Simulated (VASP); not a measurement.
# TiB2 (P6/mmm) in VASP: a series of runs, part 2 of 3

VASP 6.6.1. The steps go on from the part before.

### Step 3. Electric field gradients, PBEsol (zz strain of -1 %)

The input, INCAR:

```
SYSTEM = TiB2
PREC     = Accurate       ! precision mode
ENCUT    = 520            ! plane-wave cutoff, eV
EDIFF    = 1E-8           ! SCF threshold, eV
ISMEAR   = -1             ! smearing method
SIGMA    = 0.08           ! smearing width, eV
LREAL    = .False.        ! projectors in reciprocal space
LASPH    = .True.         ! aspherical terms in the spheres
NELM     = 60             ! most SCF steps
ALGO     = Normal         ! electronic algorithm
ISIF     = 2              ! what is computed and relaxed
LWAVE    = .False.        ! write WAVECAR
LCHARG   = .False.        ! write CHGCAR
GGA      = PS             ! functional
LEFG     = .True.       
NBANDS   = 16             ! bands
```

The input, KPOINTS:

```
regular mesh
0
Gamma
  15 15 13
  0 0 0
```

The input, POSCAR:

```
TiB2
1.0
    3.0291982016      0.0000000000      0.0000000000
   -1.5145991008      2.6233625957      0.0000000000
    0.0000000000      0.0000000000      3.1961160000
Ti B
1 2
Direct
    0.0000000000      0.0000000000      0.0000000000
    0.3333333333      0.6666666667      0.5000000000
    0.6666666667      0.3333333333      0.5000000000
```

Potentials or basis: VASP PAW PBE potentials, release 64 (Ti_sv, B).

Started as:

```
$ cat potpaw_PBE.64/Ti_sv/POTCAR potpaw_PBE.64/B/POTCAR > POTCAR
$ mpirun -np 1 vasp_std > vasp.out
```

OUTCAR:

```text
SYSTEM = TiB2
   PREC = Accurate
   ENCUT = 520
   EDIFF = 1E-8
   ISMEAR = -1
   LREAL = .False.
   LASPH = .True.
   NELM = 60
   ISIF = 2
   GGA = PS

 ion  position               nearest neighbor table
   1  0.000  0.000  0.000-   2 2.37   3 2.37   2 2.37   3 2.37   3 2.37   3 2.37   2 2.37   2 2.37
                             3 2.37   3 2.37   2 2.37   2 2.37
   2  0.333  0.667  0.500-   3 1.75   3 1.75   3 1.75   1 2.37   1 2.37   1 2.37   1 2.37   1 2.37
                             1 2.37
   3  0.667  0.333  0.500-   2 1.75   2 1.75   2 1.75   1 2.37   1 2.37   1 2.37   1 2.37   1 2.37
                             1 2.37

  LATTYP: Found a hexagonal cell.
 ALAT       =     3.0291982016
 C/A-ratio  =     1.0551029637

  Lattice vectors:

 A1 = (   3.0291982016,   0.0000000000,   0.0000000000)
 A2 = (  -1.5145991008,   2.6233625957,   0.0000000000)
 A3 = (   0.0000000000,   0.0000000000,   3.1961160000)

Analysis of symmetry for initial positions (statically):
=====================================================================
 Subroutine PRICEL returns:
 Original cell was already a primitive cell.

 Routine SETGRP: Setting up the symmetry group for a
 hexagonal supercell.

 Subroutine GETGRP returns: Found 24 space group operations
 (whereof 24 operations were pure point group operations)
 out of a pool of 24 trial point group operations.

The static configuration has the point symmetry D_6h.

Analysis of symmetry for dynamics (positions and initial velocities):
=====================================================================
 Subroutine PRICEL returns:
 Original cell was already a primitive cell.

 Routine SETGRP: Setting up the symmetry group for a
 hexagonal supercell.

 Subroutine GETGRP returns: Found 24 space group operations
 (whereof 24 operations were pure point group operations)
 out of a pool of 24 trial point group operations.

The dynamic configuration has the point symmetry D_6h.

 Subroutine INISYM returns: Found 24 space group operations
 (whereof 24 operations are pure point group operations),
 and found     1 'primitive' translations

----------------------------------------------------------------------------------------

                                     Primitive cell

  volume of cell :      25.3985

  direct lattice vectors                    reciprocal lattice vectors
     3.029198202  0.000000000  0.000000000     0.330120360  0.190595079  0.000000000
    -1.514599101  2.623362596  0.000000000     0.000000000  0.381190157  0.000000000
     0.000000000  0.000000000  3.196116000     0.000000000  0.000000000  0.312879758

  length of vectors
     3.029198202  3.029198202  3.196116000     0.381190157  0.381190157  0.312879758

  position of ions in fractional coordinates (direct lattice)
     0.000000000  0.000000000  0.000000000
     0.333333333  0.666666667  0.500000000
     0.666666667  0.333333333  0.500000000

  ion indices of the primitive-cell ions
   primitive index   ion index
                 1           1
                 2           2
                 3           3

[... 87 lines left out ...]
   EFERMI_NEDOS =   21; number of points for ismear=-14 and -15
   IALGO  =     38    algorithm
   IMIX   =      4    mixing-type and parameters
     AMIX     =   0.40;   BMIX     =  1.00
     AMIX_MAG =   1.60;   BMIX_MAG =  1.00
  volume/ion in A,a.u.               =       8.47        57.13
  Fermi-wavevector in a.u.,A,eV,Ry     =   1.459585  2.758216 28.985706  2.130389
  Thomas-Fermi vector in A             =   2.576135
   LORBIT       =      0    0 simple, 1 ext, 2 COOP (PROOUT), +10 PAW based schemes
   GGA     = PS    functional components
   LHFCALC =     F    Hartree Fock is set to
   AEXX    =    0.0000 exact exchange contribution
   IVDW    =     0    specifies the selected vdW correction
   LEPSILON=     F    determine dielectric tensor
   LRPA    =     F    only Hartree local field effects (RPA)
 non-spin polarized calculation
  energy-cutoff  :      520.00
  volume of cell :       25.40
 maximum number of plane-waves:       702
 NGX is ok and might be reduce to    24
   NGX = 11   NGY = 11   NGZ = 11

 number of electron      17.9999998 magnetization

 Free energy of the ion-electron system (eV)
  ---------------------------------------------------
  ext. energy  EPLUGINS =         0.00000000
  ---------------------------------------------------
  free energy    TOTEN  =       -25.79396503 eV

  energy without entropy =      -25.78592496  energy(sigma->0) =      -25.78994499

 E-fermi :  10.0273     XC(G=0): -12.9226

 val. band max:        9.9733891684   @ k =   0.1333   0.1333   0.2308
 cond. band min:      10.0329410148   @ k =   0.2667   0.2000   0.0000
 fundamental gap:      0.0595518464
 Fermi energy:        10.0273346027

 k-point     1 :       0.0000    0.0000    0.0000
  band No.  band energies     occupation
      1     -46.6421      2.00000
      2     -23.0973      2.00000
      3     -22.7851      2.00000
      4     -22.7851      2.00000
      5      -3.4930      2.00000
      6       7.3374      2.00000
[... 433 lines left out ...]
      3     -23.0206      2.00000
      4     -22.9734      2.00000
      5       1.1255      2.00000
      6       1.1910      2.00000
[... 8 lines left out ...]
     15      18.9153      0.00000
     16      20.0453      0.00000

 [... further k-points ...]

------------------------ aborting loop because EDIFF is reached ----------------------------------------

  FORCE on cell =-STRESS in cart. coord.  units (eV):
  Direction    XX          YY          ZZ          XY          YZ          ZX
  --------------------------------------------------------------------------------------
  -------------------------------------------------------------------------------------
  Total       -0.4453023     -0.4453023     -0.3483613      0.0000000      0.0000000     -0.0000000
  in kB      -28.0903366    -28.0903366    -21.9751560      0.0000000      0.0000000     -0.0000000
  external PRESSURE =     -26.0519430 kB  Pullay stress =       0.0000000 kB

 VOLUME and BASIS-vectors are now :
 -----------------------------------------------------------------------------
  energy-cutoff  :      520.00
  volume of cell :       25.40
      direct lattice vectors                 reciprocal lattice vectors
     3.029198202  0.000000000  0.000000000     0.330120360  0.190595079  0.000000000
    -1.514599101  2.623362596  0.000000000     0.000000000  0.381190157  0.000000000
     0.000000000  0.000000000  3.196116000     0.000000000  0.000000000  0.312879758

 POSITION                                       TOTAL-FORCE (eV/Angst)
 -----------------------------------------------------------------------------------
      0.00000      0.00000      0.00000         0.000000      0.000000      0.000000
     -0.00000      1.74891      1.59806         0.000000     -0.000000      0.000000
      1.51460      0.87445      1.59806        -0.000000      0.000000      0.000000
 -----------------------------------------------------------------------------------
    total drift:                               -0.000000      0.000000      0.000000

  FREE ENERGIE OF THE ION-ELECTRON SYSTEM (eV)
  ---------------------------------------------------
  free  energy   TOTEN  =       -25.7939650252 eV

  energy  without entropy=      -25.7859249645  energy(sigma->0) =      -25.78994499

 Electric field gradients (V/A^2)
---------------------------------------------------------------------
 ion       V_xx      V_yy      V_zz      V_xy      V_xz      V_yz
---------------------------------------------------------------------
   1      -8.632    -8.634    17.266    -0.001    -0.000     0.000
   2      -2.111    -2.111     4.222     0.000     0.000    -0.000
   3      -2.111    -2.111     4.222     0.000    -0.000     0.000
---------------------------------------------------------------------

 Electric field gradients after diagonalization (V/A^2)
 (convention: |V_zz| > |V_xx| > |V_yy|)
----------------------------------------------------------------------
 ion       V_xx      V_yy      V_zz     asymmetry (V_yy - V_xx)/ V_zz
----------------------------------------------------------------------
   1      -8.634    -8.631    17.266       0.000
   2      -2.111    -2.111     4.222       0.000
   3      -2.111    -2.111     4.222       0.000
----------------------------------------------------------------------

           NMR quadrupolar parameters

 Cq : quadrupolar parameter    Cq=e*Q*V_zz/h
 eta: asymmetry parameters     (V_yy - V_xx)/ V_zz
 Q  : nuclear electric quadrupole moment in mb (millibarn)
----------------------------------------------------------------------
 ion       Cq(MHz)       eta       Q (mb)
----------------------------------------------------------------------
   1       0.042       0.000       1.000
   2       0.010       0.000       1.000
   3       0.010       0.000       1.000
----------------------------------------------------------------------
```

Run time: 74 s. Hardware: 1 thread of AMD EPYC 9R45 (Zen 5), shared host; peak memory 0.16 GiB.

What came out:

| Quantity | Value |
| --- | --- |
| Free energy | -25.7940 eV |
| Pressure | -2.6 GPa |
| Band gap on the k mesh | zero (band 9 reaches 10.31 eV, above the bottom of band 10 at 9.78 eV) |

Stress tensor (GPa, compression positive):
```
-2.81  0.00  0.00
 0.00 -2.81  0.00
 0.00  0.00 -2.20
```

Electric field gradients, principal values (V/Å²):
```tsv
atom	least	middle	greatest (by size)
1 Ti	-8.631	-8.634	17.266
2 B	-2.111	-2.111	4.222
3 B	-2.111	-2.111	4.222
```

Caveat: the cell differs from its parent crystal (zz strain of -1 %); without QUAD_EFG the Cq values of the log hold for a quadrupole moment of 1 mb, not for the nuclei; the PAW data sets were made with another functional, which shifts forces and pressure a little.

(Part 2 of 3 ends here.)
